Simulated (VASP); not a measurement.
# TePb (Fm-3m) in VASP: single point with HSE06

Aim: the single point of TePb with HSE06.

Program: VASP 6.6.1. These are calculated values, not measurements. Logs are shortened: lines on timing, memory, paths and dates and some standing lists are left out, and cuts for length are marked.

### Step 1. The cell of the first run

Symmetry: Fm-3m, No. 225, cubic system. The conventional cell has a = 6.518 Å, b = 6.518 Å, c = 6.518 Å, α = 90.00°, β = 90.00°, γ = 90.00°. Within 4.3 Å of Pb (site symmetry m-3m) lie 6 Te at 3.26 Å. Within 4.3 Å of Te (site symmetry m-3m) lie 6 Pb at 3.26 Å.

### Step 2. Single point, HSE06

Contents of POSCAR:

```
TePb
1.0
    0.0000000000      3.2589942923      3.2589942923
    3.2589942923      0.0000000000      3.2589942923
    3.2589942923      3.2589942923      0.0000000000
Pb Te
1 1
Direct
    0.0000000000      0.0000000000      0.0000000000
    0.5000000000      0.5000000000      0.5000000000
```

Contents of INCAR.step1:

```
SYSTEM = TePb
PREC     = Accurate       ! precision mode
ENCUT    = 520            ! plane-wave cutoff, eV
EDIFF    = 1E-5           ! SCF threshold, eV
ISMEAR   = 0              ! smearing method
SIGMA    = 0.01           ! smearing width, eV
LREAL    = .FALSE.        ! projectors in reciprocal space
LASPH    = .TRUE.         ! aspherical terms in the spheres
NELM     = 100            ! most SCF steps
ALGO     = Normal         ! electronic algorithm
ISIF     = 2              ! what is computed and relaxed
LWAVE    = .TRUE.         ! write WAVECAR
LCHARG   = .FALSE.        ! write CHGCAR
NBANDS   = 17             ! bands
GGA      = PE             ! functional
```

Contents of INCAR.step2:

```
SYSTEM = TePb
PREC     = Accurate       ! precision mode
ENCUT    = 520            ! plane-wave cutoff, eV
EDIFF    = 1E-6           ! SCF threshold, eV
ISMEAR   = 0              ! smearing method
SIGMA    = 0.01           ! smearing width, eV
LREAL    = .FALSE.        ! projectors in reciprocal space
LASPH    = .TRUE.         ! aspherical terms in the spheres
NELM     = 100            ! most SCF steps
ALGO     = Normal         ! electronic algorithm
ISIF     = 2              ! what is computed and relaxed
LWAVE    = .FALSE.        ! write WAVECAR
LCHARG   = .FALSE.        ! write CHGCAR
GGA      = PE             ! functional
LHFCALC  = .TRUE.         ! exact exchange
HFSCREEN = 0.2079         ! screening, 1/A
PRECFOCK = Normal       
NBANDS   = 17             ! bands
ISTART   = 1
```

Contents of KPOINTS:

```
regular mesh
0
G
  6 6 6
  0 0 0
```

Potentials or basis: VASP PAW PBE potentials, release 64 (Pb_d, Te).

Run with:

```
> cat potpaw_PBE.64/Pb_d/POTCAR potpaw_PBE.64/Te/POTCAR > POTCAR
> cp INCAR.step1 INCAR
> mpirun -np 1 vasp_std > vasp.out
> cp INCAR.step2 INCAR
> mpirun -np 1 vasp_std > vasp.out
```

OUTCAR:

```text
SYSTEM = TePb
   PREC = Accurate
   ENCUT = 520
   EDIFF = 1E-6
   ISMEAR = 0
   LREAL = .FALSE.
   LASPH = .TRUE.
   NELM = 100
   ISIF = 2
   GGA = PE
   LHFCALC = .TRUE.
   HFSCREEN = 0.2079
   PRECFOCK = Normal
   ISTART = 1

 ion  position               nearest neighbor table
   1  0.000  0.000  0.000-   2 3.26   2 3.26   2 3.26   2 3.26   2 3.26   2 3.26
   2  0.500  0.500  0.500-   1 3.26   1 3.26   1 3.26   1 3.26   1 3.26   1 3.26

  LATTYP: Found a face centered cubic cell.
 ALAT       =     6.5179885846

  Lattice vectors:

 A1 = (   0.0000000000,   3.2589942923,   3.2589942923)
 A2 = (   3.2589942923,   0.0000000000,   3.2589942923)
 A3 = (   3.2589942923,   3.2589942923,   0.0000000000)

Analysis of symmetry for initial positions (statically):
=====================================================================
 Subroutine PRICEL returns:
 Original cell was already a primitive cell.

 Routine SETGRP: Setting up the symmetry group for a
 face centered cubic supercell.

 Subroutine GETGRP returns: Found 48 space group operations
 (whereof 48 operations were pure point group operations)
 out of a pool of 48 trial point group operations.

The static configuration has the point symmetry O_h .

Analysis of symmetry for dynamics (positions and initial velocities):
=====================================================================
 Subroutine PRICEL returns:
 Original cell was already a primitive cell.

 Routine SETGRP: Setting up the symmetry group for a
 face centered cubic supercell.

 Subroutine GETGRP returns: Found 48 space group operations
 (whereof 48 operations were pure point group operations)
 out of a pool of 48 trial point group operations.

The dynamic configuration has the point symmetry O_h .

 Subroutine INISYM returns: Found 48 space group operations
 (whereof 48 operations are pure point group operations),
 and found     1 'primitive' translations

----------------------------------------------------------------------------------------

                                     Primitive cell

  volume of cell :      69.2278

  direct lattice vectors                    reciprocal lattice vectors
     0.000000000  3.258994292  3.258994292    -0.153421564  0.153421564  0.153421564
     3.258994292  0.000000000  3.258994292     0.153421564 -0.153421564  0.153421564
     3.258994292  3.258994292  0.000000000     0.153421564  0.153421564 -0.153421564

  length of vectors
     4.608913928  4.608913928  4.608913928     0.265733943  0.265733943  0.265733943

  position of ions in fractional coordinates (direct lattice)
     0.000000000  0.000000000  0.000000000
     0.500000000  0.500000000  0.500000000

  ion indices of the primitive-cell ions
   primitive index   ion index
                 1           1
                 2           2

----------------------------------------------------------------------------------------

 KPOINTS: regular mesh

Automatic generation of k-mesh.
 Grid dimensions read from file:
 generate k-points for:    6    6    6

 Generating k-lattice:

  Cartesian coordinates                     Fractional coordinates (reciprocal lattice)
    -0.025570261  0.025570261  0.025570261     0.166666667  0.000000000  0.000000000
     0.025570261 -0.025570261  0.025570261     0.000000000  0.166666667  0.000000000
     0.025570261  0.025570261 -0.025570261     0.000000000  0.000000000  0.166666667

  Length of vectors
     0.044288991  0.044288991  0.044288991

  Shift w.r.t. Gamma in fractional coordinates (k-lattice)
     0.000000000  0.000000000  0.000000000

 Subroutine IBZKPT returns following result:
 ===========================================

 Found     16 irreducible k-points:

 Following reciprocal coordinates:
            Coordinates               Weight
  0.000000  0.000000  0.000000      1.000000
  0.166667  0.000000  0.000000      8.000000
  0.333333  0.000000  0.000000      8.000000
  0.500000  0.000000  0.000000      4.000000
  0.166667  0.166667  0.000000      6.000000
  0.333333  0.166667  0.000000     24.000000
[... 8 lines left out ...]
 -0.333333  0.333333  0.166667     24.000000
 -0.333333  0.500000  0.166667     12.000000
   k-points           NKPTS =     16   k-points in BZ     NKDIM =    216   number of bands    NBANDS=     17
   number of dos      NEDOS =    301   number of ions     NIONS =      2
   total plane-waves  NPLWV =  46656
   dimension x,y,z NGX =    36 NGY =   36 NGZ =   36
   dimension x,y,z NGXF=    72 NGYF=   72 NGZF=   72
   ions per type =               1   1
   NGX,Y,Z   is equivalent  to a cutoff of  12.99, 12.99, 12.99 a.u.
   NGXF,Y,Z  is equivalent  to a cutoff of  25.97, 25.97, 25.97 a.u.
 SYSTEM =  TePb
   PREC   = accura    normal or accurate (medium, high low for compatibility)
   ISTART =      1    job   : 0-new  1-cont  2-samecut
   ICHARG =      0    charge: 1-file 2-atom 10-const
   ISPIN  =      1    spin polarized calculation?
   LNONCOLLINEAR =      F non collinear calculations
   LSORBIT =      F    spin-orbit coupling
   LASPH  =      T    aspherical Exc in radial PAW
   ENCUT  =  520.0 eV  38.22 Ry    6.18 a.u.   8.57  8.57  8.57*2*pi/ulx,y,z
   NELM   =    100;   NELMIN=  2; NELMDL=  0     # of ELM steps
   EDIFF  = 0.1E-05   stopping-criterion for ELM
   LREAL  =      F    real-space projection
   EDIFFG = 0.1E-04   stopping-criterion for IOM
   NSW    =      0    number of steps for IOM
   IBRION =     -1    ionic relax: 0-MD 1-quasi-New 2-CG
   NFREE  =      0    steps in history (QN), initial steepest desc. (CG)
   ISIF   =      2    stress and relaxation
   ISYM   =      3    0-nonsym 1-usesym 2-fastsym
   POTIM  = 0.5000    time-step for ionic-motion
   TEBEG  =    0.0;   TEEND  =   0.0 temperature during run
   PSTRESS=    0.0 pullay stress
   NELECT =      20.0000    total number of electrons
   NUPDOWN=      -1.0000    fix difference up-down
   EMIN   =  10.00;   EMAX   =-10.00  energy-range for DOS
   EFERMI =   0.00;   METHOD = LEGACY
   ISMEAR =     0;   SIGMA  =   0.01  broadening in eV -4-tet -1-fermi 0-gaus
   EFERMI_NEDOS =   21; number of points for ismear=-14 and -15
   IALGO  =     38    algorithm
   IMIX   =      1    mixing-type and parameters
     AMIX     =   0.40;   BMIX     =  1.00
     AMIX_MAG =   1.60;   BMIX_MAG =  1.00
  volume/ion in A,a.u.               =      34.61       233.59
  Fermi-wavevector in a.u.,A,eV,Ry     =   1.082242  2.045142 15.935806  1.171249
  Thomas-Fermi vector in A             =   2.218279
   LORBIT       =      0    0 simple, 1 ext, 2 COOP (PROOUT), +10 PAW based schemes
   GGA     = PE    functional components
   LHFCALC =     T    Hartree Fock is set to
   PRECFOCK=normal    Normal, Fast or Accurate (Low or Medium for compatibility)
   ENCUT4O =  -1.0   cutoff for four orbital integrals eV
   NKREDX  =     1    reduce k-point grid by
   NKREDY  =     1    reduce k-point grid by
   NKREDZ  =     1    reduce k-point grid by
   AEXX    =    0.2500 exact exchange contribution
   HFSCREEN=    0.2079 screening length (either q_TF or 0.3 A-1)
   HFSCREENC=   0.2079 screening length for correlation (either q_TF or 0.3 A-1)
   ENCUTFOCK=  -1.0 apply spherical cutoff to Coloumb kernel
   IVDW    =     0    specifies the selected vdW correction
   LEPSILON=     F    determine dielectric tensor
   LRPA    =     F    only Hartree local field effects (RPA)
 non-spin polarized calculation
 Gauss-broadening in eV      SIGMA  =   0.01
  energy-cutoff  :      520.00
  volume of cell :       69.23
 maximum number of plane-waves:      1892
 NGX is ok and might be reduce to    36
  NGX = 28; NGY = 28; NGZ = 28

 number of electron      20.0000003 magnetization

 Free energy of the ion-electron system (eV)
  ---------------------------------------------------
  ext. energy  EPLUGINS =         0.00000000
  ---------------------------------------------------
  free energy    TOTEN  =        -8.97710003 eV

  energy without entropy =       -8.97710003  energy(sigma->0) =       -8.97710003

 E-fermi :   5.0903     XC(G=0):  -7.6679

 val. band max:        5.0144917183   @ k =   0.5000   0.0000   0.0000
 cond. band min:       6.1573175263   @ k =   0.5000   0.0000   0.0000
 fundamental gap:      1.1428258080
 Fermi energy:         5.0902759243

 k-point     1 :       0.0000    0.0000    0.0000
  band No.  band energies     occupation
      1     -13.4961      2.00000
      2     -13.4961      2.00000
      3     -13.4810      2.00000
      4     -13.4810      2.00000
      5     -13.4810      2.00000
      6      -8.0281      2.00000
[... 9 lines left out ...]
     16      11.4460      0.00000
     17      13.1156      0.00000

 k-point     2 :       0.1667    0.0000    0.0000
  band No.  band energies     occupation
      1     -13.4996      2.00000
      2     -13.4996      2.00000
      3     -13.4805      2.00000
      4     -13.4777      2.00000
      5     -13.4777      2.00000
      6      -7.7754      2.00000
[... 9 lines left out ...]
     16      11.9817      0.00000
     17      14.6952      0.00000

 k-point     3 :       0.3333    0.0000    0.0000
  band No.  band energies     occupation
      1     -13.5076      2.00000
      2     -13.5076      2.00000
      3     -13.4795      2.00000
      4     -13.4700      2.00000
      5     -13.4700      2.00000
      6      -7.0888      2.00000
[... 9 lines left out ...]
     16      13.4103      0.00000
     17      16.7839      0.00000

 k-point     4 :       0.5000    0.0000    0.0000
  band No.  band energies     occupation
      1     -13.5117      2.00000
      2     -13.5117      2.00000
      3     -13.4791      2.00000
      4     -13.4660      2.00000
      5     -13.4660      2.00000
      6      -6.5119      2.00000
[... 9 lines left out ...]
     16      15.0773      0.00000
     17      15.0773      0.00000

 k-point     5 :       0.1667    0.1667    0.0000
  band No.  band energies     occupation
      1     -13.5078      2.00000
      2     -13.4936      2.00000
      3     -13.4832      2.00000
      4     -13.4756      2.00000
      5     -13.4756      2.00000
      6      -7.6924      2.00000
[... 9 lines left out ...]
     16      12.8524      0.00000
     17      13.6440      0.00000

 k-point     6 :       0.3333    0.1667    0.0000
  band No.  band energies     occupation
      1     -13.5186      2.00000
      2     -13.4968      2.00000
      3     -13.4826      2.00000
      4     -13.4706      2.00000
      5     -13.4684      2.00000
      6      -7.1540      2.00000
[... 9 lines left out ...]
     16      14.2370      0.00000
     17      15.4603      0.00000
[... 121 lines left out ...]
 k-point    13 :       0.5000    0.5000    0.0000
  band No.  band energies     occupation
      1     -13.5546      2.00000
      2     -13.4899      2.00000
      3     -13.4863      2.00000
      4     -13.4579      2.00000
      5     -13.4579      2.00000
      6      -6.2463      2.00000
[... 9 lines left out ...]
     16      16.5447      0.00000
     17      16.8917      0.00000

 k-point    14 :       0.5000    0.3333    0.1667
  band No.  band energies     occupation
      1     -13.5284      2.00000
      2     -13.4989      2.00000
      3     -13.4809      2.00000
      4     -13.4675      2.00000
      5     -13.4642      2.00000
      6      -6.5962      2.00000
[... 9 lines left out ...]
     16      14.8706      0.00000
     17      15.3125      0.00000

 k-point    15 :      -0.3333    0.3333    0.1667
  band No.  band energies     occupation
      1     -13.5309      2.00000
      2     -13.5022      2.00000
      3     -13.4748      2.00000
      4     -13.4725      2.00000
      5     -13.4609      2.00000
      6      -6.2029      2.00000
[... 9 lines left out ...]
     16      16.1193      0.00000
     17      16.2904      0.00000

 k-point    16 :      -0.3333    0.5000    0.1667
  band No.  band energies     occupation
      1     -13.5427      2.00000
      2     -13.4952      2.00000
      3     -13.4823      2.00000
      4     -13.4663      2.00000
      5     -13.4579      2.00000
      6      -6.1314      2.00000
[... 9 lines left out ...]
     16      16.4562      0.00000
     17      17.3357      0.00000

------------------------ aborting loop because EDIFF is reached ----------------------------------------

  FORCE on cell =-STRESS in cart. coord.  units (eV):
  Direction    XX          YY          ZZ          XY          YZ          ZX
  --------------------------------------------------------------------------------------
  -------------------------------------------------------------------------------------
  Total       -0.0828303     -0.0828303     -0.0828303     -0.0000000     -0.0000000      0.0000000
  in kB       -1.9169864     -1.9169864     -1.9169864     -0.0000000     -0.0000000      0.0000000
  external PRESSURE =      -1.9169864 kB  Pullay stress =       0.0000000 kB

 VOLUME and BASIS-vectors are now :
 -----------------------------------------------------------------------------
  energy-cutoff  :      520.00
  volume of cell :       69.23
      direct lattice vectors                 reciprocal lattice vectors
     0.000000000  3.258994292  3.258994292    -0.153421564  0.153421564  0.153421564
     3.258994292  0.000000000  3.258994292     0.153421564 -0.153421564  0.153421564
     3.258994292  3.258994292  0.000000000     0.153421564  0.153421564 -0.153421564

 POSITION                                       TOTAL-FORCE (eV/Angst)
 -----------------------------------------------------------------------------------
      0.00000      0.00000      0.00000         0.000000      0.000000      0.000000
      3.25899      3.25899      3.25899         0.000000     -0.000000      0.000000
 -----------------------------------------------------------------------------------
    total drift:                               -0.000000     -0.000000     -0.000000

  FREE ENERGIE OF THE ION-ELECTRON SYSTEM (eV)
  ---------------------------------------------------
  free  energy   TOTEN  =        -8.9771000266 eV

  energy  without entropy=       -8.9771000266  energy(sigma->0) =       -8.97710003
```

Run time: 44 min. Hardware: 1 thread of Intel Xeon 6975P-C (Granite Rapids), shared host; peak memory 0.34 GiB.

Results:

```yaml
Free_energy: -8.9771 eV
Pressure: -0.2 GPa
Band_gap_on_the_k_mesh: 1.14 eV
```

Levels at points of the mesh, in eV from the valence-band top:
| k point | band 8 | band 9 | band 10 | band 11 | band 12 | band 13 |
| --- | --- | --- | --- | --- | --- | --- |
| (0.00, 0.00, 0.00) | -1.48 | -1.48 | -1.48 | 4.73 | 4.73 | 4.73 |
| (0.50, 0.00, 0.00) | -1.02 | -1.02 | 0.00 | 1.14 | 1.72 | 1.72 |
| (0.50, 0.50, 0.00) | -4.85 | -3.02 | -3.02 | 3.82 | 6.18 | 6.18 |

Caveat: the PAW data sets were made with another functional, which shifts forces and pressure a little; spin-orbit coupling is left out, which moves the levels of the heavy elements. A k mesh can miss the band edges.
